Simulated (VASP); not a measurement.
# Zr (P6_3/mmc) in VASP: relaxation of shape and atoms at fixed volume with r2SCAN

Aim: the relaxation of shape and atoms at fixed volume of Zr with r2SCAN.

Everything below comes from runs of VASP 6.6.1. Logs are shortened: lines on timing, memory, paths and dates and some standing lists are left out, and cuts for length are marked.

## 1. The cell of the first run

Symmetry: P6_3/mmc, No. 194, hexagonal system. Conventional cell: a = 3.178 Å, b = 3.178 Å, c = 5.052 Å, α = 90.00°, β = 90.00°, γ = 120.00°. Within 4.1 Å of Zr (site symmetry -6m2) lie 12 Zr at 3.12 to 3.18 Å.

## 2. Relaxation of shape and atoms at fixed volume, r2SCAN (22.09 Å³/atom)

Contents of POSCAR:

```
Zr
1.0
    3.1777463972      0.0000000000      0.0000000000
   -1.5888731986      2.7520091067      0.0000000000
    0.0000000000      0.0000000000      5.0520408541
Zr
2
Direct
    0.3333333333      0.6666666667      0.2500000000
    0.6666666667      0.3333333333      0.7500000000
```

Contents of INCAR.step1:

```
SYSTEM = Zr
PREC = Accurate ; ENCUT = 550
ISMEAR = 0 ; SIGMA = 0.1
LREAL = .False. ; LASPH = .True.
NELM = 120 ; GGA = PE
ALGO = Normal ; EDIFF = 1E-5
LWAVE = .True. ; LCHARG = .False.
GGA_COMPAT = .False. ; IBRION = 2
ISIF = 3 ; EDIFFG = -0.005
NELMIN = 4 ; NSW = 100
```

Contents of INCAR.step2:

```
SYSTEM = Zr
PREC = Accurate ; ENCUT = 550
EDIFF = 1E-7 ; ISMEAR = 0
SIGMA = 0.1 ; LREAL = .False.
LASPH = .True. ; NELM = 120
ALGO = Normal ; ISIF = 4
LWAVE = .False. ; LCHARG = .False.
METAGGA = R2SCAN ; LMIXTAU = .True.
IBRION = 2 ; NSW = 50
EDIFFG = -0.01 ; ISTART = 1
GGA_COMPAT = .False. ; NELMIN = 4
```

Contents of KPOINTS:

```
regular mesh
0
Gamma
  15 15 8
  0 0 0
```

Potentials or basis: VASP PAW PBE potentials, release 64 (Zr_sv).

Started as:

```bash
$ cat potpaw_PBE.64/Zr_sv/POTCAR > POTCAR
$ cp INCAR.step1 INCAR
$ mpirun -np 1 vasp_std > vasp.out
$ cp INCAR.step2 INCAR
$ mpirun -np 1 vasp_std > vasp.out
```

OUTCAR:

```text
SYSTEM = Zr
   PREC = Accurate
   ENCUT = 550
   EDIFF = 1E-7
   ISMEAR = 0
   LREAL = .False.
   LASPH = .True.
   NELM = 120
   ISIF = 4
   METAGGA = R2SCAN
   IBRION = 2
   NSW = 50
   EDIFFG = -0.01
   ISTART = 1
   NELMIN = 4

 ion  position               nearest neighbor table
   1  0.333  0.667  0.250-   2 3.12   2 3.12   2 3.12   2 3.12   2 3.12   2 3.12
   2  0.667  0.333  0.750-   1 3.12   1 3.12   1 3.12   1 3.12   1 3.12   1 3.12

  LATTYP: Found a hexagonal cell.
 ALAT       =     3.1777463972
 C/A-ratio  =     1.5898187654

  Lattice vectors:

 A1 = (   3.1777463972,   0.0000000000,   0.0000000000)
 A2 = (  -1.5888731986,   2.7520091067,   0.0000000000)
 A3 = (   0.0000000000,   0.0000000000,   5.0520408541)

Analysis of symmetry for initial positions (statically):
=====================================================================
 Subroutine PRICEL returns:
 Original cell was already a primitive cell.

 Routine SETGRP: Setting up the symmetry group for a
 hexagonal supercell.

 Subroutine GETGRP returns: Found 24 space group operations
 (whereof 12 operations were pure point group operations)
 out of a pool of 24 trial point group operations.

The static configuration has the point symmetry D_3d.
 The point group associated with its full space group is D_6h.

Analysis of symmetry for dynamics (positions and initial velocities):
=====================================================================
 Subroutine PRICEL returns:
 Original cell was already a primitive cell.

 Routine SETGRP: Setting up the symmetry group for a
 hexagonal supercell.

 Subroutine GETGRP returns: Found 24 space group operations
 (whereof 12 operations were pure point group operations)
 out of a pool of 24 trial point group operations.

The dynamic configuration has the point symmetry D_3d.
 The point group associated with its full space group is D_6h.

 Subroutine INISYM returns: Found 24 space group operations
 (whereof 12 operations are pure point group operations),
 and found     1 'primitive' translations

----------------------------------------------------------------------------------------

                                     Primitive cell

  volume of cell :      44.1810

  direct lattice vectors                    reciprocal lattice vectors
     3.177746397  0.000000000  0.000000000     0.314688422  0.181685445  0.000000000
    -1.588873199  2.752009107  0.000000000     0.000000000  0.363370891  0.000000000
     0.000000000  0.000000000  5.052040854     0.000000000  0.000000000  0.197939809

  length of vectors
     3.177746397  3.177746397  5.052040854     0.363370891  0.363370891  0.197939809

  position of ions in fractional coordinates (direct lattice)
     0.333333333  0.666666667  0.250000000
     0.666666667  0.333333333  0.750000000

  ion indices of the primitive-cell ions
   primitive index   ion index
                 1           1
                 2           2

----------------------------------------------------------------------------------------

 KPOINTS: regular mesh

Automatic generation of k-mesh.
 Grid dimensions read from file:
 generate k-points for:   15   15    8

 Generating k-lattice:

  Cartesian coordinates                     Fractional coordinates (reciprocal lattice)
     0.020979228  0.012112363  0.000000000     0.066666667 -0.000000000  0.000000000
[... 55 lines left out ...]
   LSORBIT =      F    spin-orbit coupling
   LASPH  =      T    aspherical Exc in radial PAW
   ENCUT  =  550.0 eV  40.42 Ry    6.36 a.u.   6.08  6.08  9.66*2*pi/ulx,y,z
   NELM   =    120;   NELMIN=  4; NELMDL=  0     # of ELM steps
   EDIFF  = 0.1E-06   stopping-criterion for ELM
   LREAL  =      F    real-space projection
   EDIFFG = -.1E-01   stopping-criterion for IOM
   NSW    =     50    number of steps for IOM
   IBRION =      2    ionic relax: 0-MD 1-quasi-New 2-CG
   NFREE  =      1    steps in history (QN), initial steepest desc. (CG)
   ISIF   =      4    stress and relaxation
   ISYM   =      2    0-nonsym 1-usesym 2-fastsym
   POTIM  = 0.5000    time-step for ionic-motion
   TEBEG  =    0.0;   TEEND  =   0.0 temperature during run
   PSTRESS=    0.0 pullay stress
   NELECT =      24.0000    total number of electrons
   NUPDOWN=      -1.0000    fix difference up-down
   EMIN   =  10.00;   EMAX   =-10.00  energy-range for DOS
   EFERMI =   0.00;   METHOD = LEGACY
   ISMEAR =     0;   SIGMA  =   0.10  broadening in eV -4-tet -1-fermi 0-gaus
   EFERMI_NEDOS =   21; number of points for ismear=-14 and -15
   IALGO  =     38    algorithm
   IMIX   =      4    mixing-type and parameters
     AMIX     =   0.40;   BMIX     =  1.00
     AMIX_MAG =   1.60;   BMIX_MAG =  1.00
  volume/ion in A,a.u.               =      22.09       149.07
  Fermi-wavevector in a.u.,A,eV,Ry     =   1.335775  2.524248 24.276800  1.784294
  Thomas-Fermi vector in A             =   2.464453
   LORBIT       =      0    0 simple, 1 ext, 2 COOP (PROOUT), +10 PAW based schemes
   METAGGA = R2SCAN    functional components
   LHFCALC =     F    Hartree Fock is set to
   AEXX    =    0.0000 exact exchange contribution
   IVDW    =     0    specifies the selected vdW correction
   LEPSILON=     F    determine dielectric tensor
   LRPA    =     F    only Hartree local field effects (RPA)
 conjugate gradient relaxation of ions
 non-spin polarized calculation
 Gauss-broadening in eV      SIGMA  =   0.10
  energy-cutoff  :      550.00
  volume of cell :       44.18
 maximum number of plane-waves:      1311
   NGX = 13   NGY = 13   NGZ = 19

--------------------------------------- Ionic step        1  -------------------------------------------

 number of electron      23.9999999 magnetization

 Free energy of the ion-electron system (eV)
  ---------------------------------------------------
  ext. energy  EPLUGINS =         0.00000000
  ---------------------------------------------------
  free energy    TOTEN  =       -45.44896539 eV

  energy without entropy =      -45.44101780  energy(sigma->0) =      -45.44499159

------------------------ aborting loop because EDIFF is reached ----------------------------------------

  FORCE on cell =-STRESS in cart. coord.  units (eV):
  Direction    XX          YY          ZZ          XY          YZ          ZX
  --------------------------------------------------------------------------------------
  -------------------------------------------------------------------------------------
  Total        1.7710637      1.7710637      1.8365225     -0.0000000      0.0000000      0.0000000
  in kB       64.2256959     64.2256959     66.5994880     -0.0000000      0.0000000      0.0000000
  external PRESSURE =      65.0169599 kB  Pullay stress =       0.0000000 kB

 VOLUME and BASIS-vectors are now :
 -----------------------------------------------------------------------------
  energy-cutoff  :      550.00
  volume of cell :       44.18
      direct lattice vectors                 reciprocal lattice vectors
     3.177746397  0.000000000  0.000000000     0.314688422  0.181685445  0.000000000
    -1.588873199  2.752009107  0.000000000     0.000000000  0.363370891  0.000000000
     0.000000000  0.000000000  5.052040854     0.000000000  0.000000000  0.197939809

 POSITION                                       TOTAL-FORCE (eV/Angst)
 -----------------------------------------------------------------------------------
     -0.00000      1.83467      1.26301        -0.000000      0.000000      0.000000
      1.58887      0.91734      3.78903         0.000000     -0.000000      0.000000
 -----------------------------------------------------------------------------------
    total drift:                                0.000000     -0.000000      0.000000

  FREE ENERGIE OF THE ION-ELECTRON SYSTEM (eV)
  ---------------------------------------------------
  free  energy   TOTEN  =       -45.4489653853 eV

  energy  without entropy=      -45.4410178018  energy(sigma->0) =      -45.44499159

--------------------------------------- Ionic step        2  -------------------------------------------

 number of electron      23.9999999 magnetization

 Free energy of the ion-electron system (eV)
  ---------------------------------------------------
  ext. energy  EPLUGINS =         0.00000000
  ---------------------------------------------------
  free energy    TOTEN  =       -45.44900753 eV

  energy without entropy =      -45.44104136  energy(sigma->0) =      -45.44502444

 E-fermi :   9.6695     XC(G=0): -12.2156

 val. band max:        9.6682728363   @ k =   0.0000   0.0000   0.3750
 cond. band min:       9.6754160472   @ k =   0.4000   0.2000   0.2500
 fundamental gap:      0.0071432109
 Fermi energy:         9.6695225397

 k-point     1 :       0.0000    0.0000    0.0000
  band No.  band energies     occupation
      1     -40.8121      2.00000
      2     -40.6051      2.00000
      3     -18.7794      2.00000
      4     -17.6952      2.00000
      5     -17.6952      2.00000
      6     -17.5298      2.00000
[... 433 lines left out ...]
      3     -18.4756      2.00000
      4     -18.2679      2.00000
      5     -18.1534      2.00000
      6     -18.1155      2.00000
[... 8 lines left out ...]
     15      11.5172      0.00000
     16      14.3457      0.00000

 [... further k-points ...]

------------------------ aborting loop because EDIFF is reached ----------------------------------------

  FORCE on cell =-STRESS in cart. coord.  units (eV):
  Direction    XX          YY          ZZ          XY          YZ          ZX
  --------------------------------------------------------------------------------------
  -------------------------------------------------------------------------------------
  Total        1.7846314      1.7846314      1.7997978      0.0000000      0.0000000      0.0000000
  in kB       64.7177111     64.7177111     65.2677054      0.0000000      0.0000000      0.0000000
  external PRESSURE =      64.9010425 kB  Pullay stress =       0.0000000 kB

 VOLUME and BASIS-vectors are now :
 -----------------------------------------------------------------------------
  energy-cutoff  :      550.00
  volume of cell :       44.18
      direct lattice vectors                 reciprocal lattice vectors
     3.176074772  0.000000000  0.000000000     0.314854048  0.181781070 -0.000000000
    -1.588037386  2.750561437  0.000000000    -0.000000000  0.363562139 -0.000000000
     0.000000000  0.000000000  5.057360212     0.000000000 -0.000000000  0.197731615

 POSITION                                       TOTAL-FORCE (eV/Angst)
 -----------------------------------------------------------------------------------
     -0.00000      1.83371      1.26434         0.000000      0.000000      0.000000
      1.58804      0.91685      3.79302        -0.000000     -0.000000      0.000000
 -----------------------------------------------------------------------------------
    total drift:                                0.000000     -0.000000      0.000000

  FREE ENERGIE OF THE ION-ELECTRON SYSTEM (eV)
  ---------------------------------------------------
  free  energy   TOTEN  =       -45.4490075285 eV

  energy  without entropy=      -45.4410413586  energy(sigma->0) =      -45.44502444

 reached required accuracy - stopping structural energy minimisation
```

Run time: 8.6 min. Hardware: 1 thread of Intel Xeon 6975P-C (Granite Rapids), shared host; peak memory 0.23 GiB.

What came out:

| Quantity | Value |
| --- | --- |
| Free energy | -45.4490 eV |
| Energy gained by relaxing | 0.0 meV/atom |
| Ionic steps | 2 |
| Pressure after relaxing | 6.5 GPa |
| Band gap on the k mesh | zero (bands 12 and 13 overlap by 1.32 eV) |

Final structure:
```
Zr
1.0
     3.17607    0.00000    0.00000
    -1.58804    2.75056    0.00000
     0.00000    0.00000    5.05736
Zr
2
Direct
  0.33333 0.66667 0.25000
  0.66667 0.33333 0.75000
```

Caveat: the PAW data sets were made with another functional, which shifts forces and pressure a little.
